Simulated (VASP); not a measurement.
Write the native input for VASP 6.6.1 that does the following.

- Task: single point
- Functional: RPBE
- Potentials or basis: VASP PAW PBE potentials, release 64 (Os)
- Cutoff: 520 eV
- k mesh: 14 × 14 × 14
- Occupations: fermi-dirac, width 0.1 eV
- Spin: no spin polarisation
- Dipole correction: no
- Further INCAR settings: ALGO = Normal; EDIFF = 1e-07; NBANDS = 10

The structure of Os lies in POSCAR:

```
Os
1.0
    2.6351222280      0.0000000000      0.0000000000
    0.0000000000      2.6351222280      0.0000000000
    0.0000000000      0.0000000000      2.6351222280
Os
1
Direct
    0.0000000000      0.0000000000      0.0000000000
```

This cell differs from its parent crystal: volume scaled by 1.08.

These files were run (other wordings do the same):

INCAR

```
ALGO     = Normal         # electronic algorithm
EDIFF    = 1E-7           # SCF threshold, eV
ENCUT    = 520            # plane-wave cutoff, eV
GGA      = RP             # functional
ISIF     = 2              # what is computed and relaxed
ISMEAR   = -1             # smearing method
LASPH    = True           # aspherical terms in the spheres
LCHARG   = False          # write CHGCAR
LREAL    = False          # projectors in reciprocal space
LWAVE    = False          # write WAVECAR
NBANDS   = 10             # bands
NELM     = 80             # most SCF steps
PREC     = Accurate       # precision mode
SIGMA    = 0.1            # smearing width, eV
```

KPOINTS

```
k-points
0
Gamma
  14 14 14
```

Potentials or basis: VASP PAW PBE potentials, release 64 (Os).

Run with:

```bash
$ cat potpaw_PBE.64/Os/POTCAR > POTCAR
$ mpirun -np 1 vasp_std > vasp.out
```

It gave:

The pressure is -16.8 GPa and the band gap on the k mesh is zero (band 4 reaches 10.30 eV, above the bottom of band 5 at 5.28 eV).

Caveat: the PAW data sets were made with another functional, which shifts forces and pressure a little; spin-orbit coupling is left out, which moves the levels of the heavy elements.

It took 27 s on 1 thread of Intel Xeon 8259CL, on a shared host, peak memory 0.14 GiB.
